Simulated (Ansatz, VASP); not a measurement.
HgTe: VASP beside Ansatz

```
CELL_PARAMETERS angstrom
-0.11841 3.26942 3.26942
3.26942 -0.11841 3.26942
3.26942 3.26942 -0.11841
ATOMIC_POSITIONS crystal
Hg 0.99658 0.99658 0.99658
Te 0.25342 0.25342 0.25342
```

Change from the starting cell: epitaxial_111 strain +3.0%.

Alike in both runs: task single point; functional HSE06; k mesh 4 × 4 × 4; no spin polarisation.

|  | VASP | Ansatz |
| --- | --- | --- |
| version | VASP 6.6.1 | Ansatz 0.2.0 |
| potentials or method | VASP PAW PBE potentials, release 64 (Hg, Te) | plane waves, PAW |
| plane-wave cutoff (eV) | 520 | 420 |
| occupations | gaussian, width 0.01 eV | fixed |
| valence electrons in the cell | 18 | 36 |

```csv
,VASP,Ansatz,Ansatz less VASP
gap on the k mesh at the Fermi level (eV),0.29,0.30,+0.007
pressure (GPa),-1.2,-1.2,+0.05
"traceless stress, the component that is largest in VASP (GPa)",0.58,0.57,-0.011
rms of the force components (eV/Å),0.016,0.017,+0.0010
```

Atom by atom the forces differ by 0.001 eV/Å (rms over components). VASP's potentials hold 18 valence electrons a cell and Ansatz's 36, so a difference there can come from the potentials and not from the codes. Ansatz's warnings: stress exchange threshold loose, stress scf threshold loose.

Neither program's run includes spin-orbit coupling.
